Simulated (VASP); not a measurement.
# TaC (Fm-3m) in VASP: a series of runs, part 2 of 2

VASP 6.6.1. The steps go on from the part before.

### 3 Single point, PBE

INCAR reads:

```
PREC = Accurate
ENCUT = 600
EDIFF = 1E-6
ISMEAR = -1
SIGMA = 0.1
LREAL = F
LASPH = T
NELM = 120
ALGO = Normal
ISIF = 2
LWAVE = F
LCHARG = T
GGA = PE
LELF = T
LVHAR = T
NBANDS = 14
GGA_COMPAT = F
```

KPOINTS reads:

```
regular mesh
0
Gamma
  5 5 5
```

POSCAR reads:

```
TaC
1.0
    3.1437970000      0.0000000000      0.0000000000
    1.5718985000      2.7226080663      0.0000000000
    1.5718985000      0.9075360221      2.5668995016
Ta C
1 1
Direct
    0.0000000000      0.0000000000      0.0000000000
    0.5000000000      0.5000000000      0.5000000000
```

Potentials or basis: VASP PAW PBE potentials, release 64 (Ta_pv, C).

Command:

```console
$ cat potpaw_PBE.64/Ta_pv/POTCAR potpaw_PBE.64/C/POTCAR > POTCAR
$ mpirun -np 1 vasp_std > vasp.out
```

OUTCAR:

```text
PREC = Accurate
   ENCUT = 600
   EDIFF = 1E-6
   ISMEAR = -1
   LREAL = F
   LASPH = T
   NELM = 120
   ISIF = 2
   GGA = PE

 ion  position               nearest neighbor table
   1  0.000  0.000  0.000-   2 2.22   2 2.22   2 2.22   2 2.22   2 2.22   2 2.22
   2  0.500  0.500  0.500-   1 2.22   1 2.22   1 2.22   1 2.22   1 2.22   1 2.22

  LATTYP: Found a face centered cubic cell.
 ALAT       =     4.4460003547

  Lattice vectors:

 A1 = (   3.1437970000,   0.0000000000,   0.0000000000)
 A2 = (   1.5718985000,   2.7226080663,   0.0000000000)
 A3 = (   1.5718985000,   0.9075360221,   2.5668995016)

Analysis of symmetry for initial positions (statically):
=====================================================================
 Subroutine PRICEL returns:
 Original cell was already a primitive cell.

 Routine SETGRP: Setting up the symmetry group for a
 face centered cubic supercell.

 Subroutine GETGRP returns: Found 48 space group operations
 (whereof 48 operations were pure point group operations)
 out of a pool of 48 trial point group operations.

The static configuration has the point symmetry O_h .

[... 158 lines left out ...]
      5       7.1151      2.00000
      6       7.1151      2.00000
      7       7.1151      2.00000
      8       7.9745      1.98261
      9       7.9745      1.98261
     10       7.9745      1.98261
     11       9.1214      0.00238
     12       9.1214      0.00238
     13      15.1072      0.00000
     14      18.5138      0.00000
[... 139 lines left out ...]
      1     -27.1237      2.00000
      2     -26.9556      2.00000
      3     -26.7967      2.00000
      4      -3.3324      2.00000
      5       2.2499      2.00000
      6       3.4821      2.00000
      7       3.9225      2.00000
      8       9.0582      0.00447
      9      10.9939      0.00000
     10      12.5637      0.00000
     11      13.4343      0.00000
     12      16.1452      0.00000
     13      19.7571      0.00000
     14      20.8688      0.00000

------------------------ aborting loop because EDIFF is reached ----------------------------------------

  FORCE on cell =-STRESS in cart. coord.  units (eV):
  Direction    XX          YY          ZZ          XY          YZ          ZX
  --------------------------------------------------------------------------------------
  -------------------------------------------------------------------------------------
  Total        0.9990709      0.9990709      0.9990709      0.0000000     -0.0000000      0.0000000
  in kB       72.8548396     72.8548396     72.8548396      0.0000000     -0.0000000      0.0000000
  external PRESSURE =      72.8548396 kB  Pullay stress =       0.0000000 kB

 VOLUME and BASIS-vectors are now :
 -----------------------------------------------------------------------------
  energy-cutoff  :      600.00
  volume of cell :       21.97
      direct lattice vectors                 reciprocal lattice vectors
     3.143797000  0.000000000  0.000000000     0.318086696 -0.183647439 -0.129858350
     1.571898500  2.722608066  0.000000000     0.000000000  0.367294879 -0.129858350
     1.571898500  0.907536022  2.566899502     0.000000000  0.000000000  0.389575049

 POSITION                                       TOTAL-FORCE (eV/Angst)
 -----------------------------------------------------------------------------------
      0.00000      0.00000      0.00000        -0.000000     -0.000000      0.000000
      3.14380      1.81507      1.28345         0.000000      0.000000      0.000000
 -----------------------------------------------------------------------------------
    total drift:                                0.000000      0.000000      0.000000

  FREE ENERGIE OF THE ION-ELECTRON SYSTEM (eV)
  ---------------------------------------------------
  free  energy   TOTEN  =       -22.2323581993 eV

  energy  without entropy=      -22.2118958485  energy(sigma->0) =      -22.22212702
```

OSZICAR:

```text
N       E                     dE             d eps       ncg     rms          rms(c)
DAV:   1     0.932570429249E+02    0.93257E+02   -0.85493E+03   280   0.119E+03
DAV:   2    -0.225788221067E+02   -0.11584E+03   -0.10966E+03   358   0.306E+02
DAV:   3    -0.256822899542E+02   -0.31035E+01   -0.30752E+01   322   0.454E+01
DAV:   4    -0.256976558603E+02   -0.15366E-01   -0.15364E-01   322   0.368E+00
DAV:   5    -0.256977391599E+02   -0.83300E-04   -0.83299E-04   322   0.252E-01    0.249E+01
DAV:   6    -0.222876653087E+02    0.34101E+01   -0.72160E+00   310   0.251E+01    0.900E+00
DAV:   7    -0.222609119125E+02    0.26753E-01   -0.42677E-01   340   0.486E+00    0.616E+00
DAV:   8    -0.222395517760E+02    0.21360E-01   -0.10930E-01   310   0.256E+00    0.162E+00
DAV:   9    -0.222323459912E+02    0.72058E-02   -0.14752E-02   304   0.822E-01    0.128E-01
DAV:  10    -0.222323609016E+02   -0.14910E-04   -0.72228E-04   358   0.282E-01    0.221E-02
DAV:  11    -0.222323598639E+02    0.10378E-05   -0.12898E-05   316   0.383E-02    0.606E-03
DAV:  12    -0.222323583159E+02    0.15479E-05   -0.10318E-06   200   0.974E-03    0.171E-03
DAV:  13    -0.222323581993E+02    0.11659E-06   -0.98681E-08   182   0.278E-03
   1 F= -.22232358E+02 E0= -.22222127E+02  d E =-.204624E-01
```

stdout:

```text
POSCAR found type information on POSCAR TaC
 POSCAR found :  2 types and       2 ions
 scaLAPACK will be used
 LDA part: xc-table for (Slater+PW92), standard interpolation
 POSCAR, INCAR and KPOINTS ok, starting setup
 FFT: planning ... GRIDC
 FFT: planning ... GRID_SOFT
 FFT: planning ... GRID
 WAVECAR not read
 entering main loop
```

Wall time 15 s (1 thread of Intel Xeon 8259CL, shared host); peak memory 0.16 GiB.

Results:

```yaml
Free_energy: -22.2324 eV
Pressure: 7.3 GPa
```

Levels at points of the mesh, in eV from the Fermi level:
| k point | band 4 | band 5 | band 6 | band 7 | band 8 | band 9 | band 10 | band 11 | band 12 | band 13 |
| --- | --- | --- | --- | --- | --- | --- | --- | --- | --- | --- |
| (0.00, 0.00, 0.00) | -14.85 | -1.33 | -1.33 | -1.33 | -0.47 | -0.47 | -0.47 | 0.67 | 0.67 | 6.66 |

Caveat: the k points lie up to 0.49 Å⁻¹ apart; spin-orbit coupling is left out, which moves the levels of the heavy elements.
